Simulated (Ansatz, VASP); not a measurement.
# KF: VASP beside Ansatz

```xyz
2
Lattice="0.0000 2.7387 2.7387 2.7387 0.0000 2.7387 2.7387 2.7387 0.0000" Properties=species:S:1:pos:R:3 pbc="T T T"
K     0.0000    0.0000    0.0000
F     2.7387    2.7387    2.7387
```

Change from the starting cell: hydrostatic strain +3.0%.

Alike in both runs: task single point; functional r2SCAN; k mesh 8 × 8 × 8; no spin polarisation.

|  | VASP | Ansatz |
| --- | --- | --- |
| version | VASP 6.6.1 | Ansatz 0.2.0 |
| potentials or method | VASP PAW PBE potentials, release 64 (K_sv, F) | plane waves, PAW |
| plane-wave cutoff (eV) | 520 | 500 |
| occupations | gaussian, width 0.01 eV | fixed |
| valence electrons in the cell | 16 | 16 |

|  | VASP | Ansatz | Ansatz less VASP |
| --- | --- | --- | --- |
| gap on the k mesh at the Fermi level (eV) | 6.45 | 6.45 | +0.001 |
| pressure (GPa) | -2.6 | -2.5 | +0.06 |

VASP's potentials were made for PBE, not for r2SCAN.
